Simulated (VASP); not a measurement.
Write the native input for VASP 6.6.1 that does the following.

```yaml
Task: single point
Functional: r2SCAN
Potentials_or_basis: VASP PAW PBE potentials, release 64 (Sn_d, Se)
Cutoff: 520 eV
k_mesh: 10 × 10 × 6
Occupations: gaussian, width 0.05 eV
Spin: no spin polarisation
Dipole_correction: no
Further_INCAR_settings: ALGO = Normal; EDIFF = 1e-07; NBANDS = 20
```

The system is SnSe2.

```
Sn Se
1.0
     3.83238    0.00000    0.00000
    -1.91619    3.31894    0.00000
     0.00000    0.00000    6.40087
Sn Se
1 2
Direct
  0.00000 0.00000 0.00000
  0.33333 0.66667 0.24607
  0.66667 0.33333 0.75393
```

The input as run:

POSCAR

```
SnSe2
1.0
    3.8323798716      0.0000000000      0.0000000000
   -1.9161899358      3.3189383258      0.0000000000
    0.0000000000      0.0000000000      6.4008718379
Sn Se
1 2
Direct
    0.0000000000      0.0000000000      0.0000000000
    0.3333333333      0.6666666667      0.2460712768
    0.6666666667      0.3333333333      0.7539287232
```

INCAR.step1

```
SYSTEM = SnSe2
PREC     = Accurate       ! precision mode
ENCUT    = 520            ! plane-wave cutoff, eV
ISMEAR   = 0              ! smearing method
SIGMA    = 0.05           ! smearing width, eV
LREAL    = .FALSE.        ! projectors in reciprocal space
LASPH    = .TRUE.         ! aspherical terms in the spheres
NELM     = 60             ! most SCF steps
NBANDS   = 20             ! bands
GGA      = PE             ! functional
ALGO     = Normal         ! electronic algorithm
EDIFF    = 1E-4           ! SCF threshold, eV
LWAVE    = .TRUE.         ! write WAVECAR
LCHARG   = .FALSE.        ! write CHGCAR
```

INCAR.step2

```
SYSTEM = SnSe2
PREC     = Accurate       ! precision mode
ENCUT    = 520            ! plane-wave cutoff, eV
EDIFF    = 1E-7           ! SCF threshold, eV
ISMEAR   = 0              ! smearing method
SIGMA    = 0.05           ! smearing width, eV
LREAL    = .FALSE.        ! projectors in reciprocal space
LASPH    = .TRUE.         ! aspherical terms in the spheres
NELM     = 60             ! most SCF steps
ALGO     = Normal         ! electronic algorithm
ISIF     = 2              ! what is computed and relaxed
LWAVE    = .FALSE.        ! write WAVECAR
LCHARG   = .FALSE.        ! write CHGCAR
METAGGA  = R2SCAN         ! meta-GGA
LMIXTAU  = .TRUE.       
NBANDS   = 20             ! bands
ISTART   = 1
```

KPOINTS

```
Automatic mesh
0
G
  10 10 6
  0 0 0
```

Potentials or basis: VASP PAW PBE potentials, release 64 (Sn_d, Se).

Launch:

```sh
$ cat potpaw_PBE.64/Sn_d/POTCAR potpaw_PBE.64/Se/POTCAR > POTCAR
$ cp INCAR.step1 INCAR
$ mpirun -np 1 vasp_std > vasp.out
$ cp INCAR.step2 INCAR
$ mpirun -np 1 vasp_std > vasp.out
```

Results of the run:

- Pressure: 0.4 GPa
- Largest force: 0.008 eV/Å
- Band gap on the k mesh: 1.02 eV, indirect (least direct gap 1.49 eV)

Caveat: the PAW data sets were made with another functional, which shifts forces and pressure a little; spin-orbit coupling is left out, which moves the levels of the heavy elements.

Wall time 3.4 min on 1 thread of Intel(R) Xeon(R) 6975P-C (Granite Rapids) (shared host), peak memory 0.28 GiB.
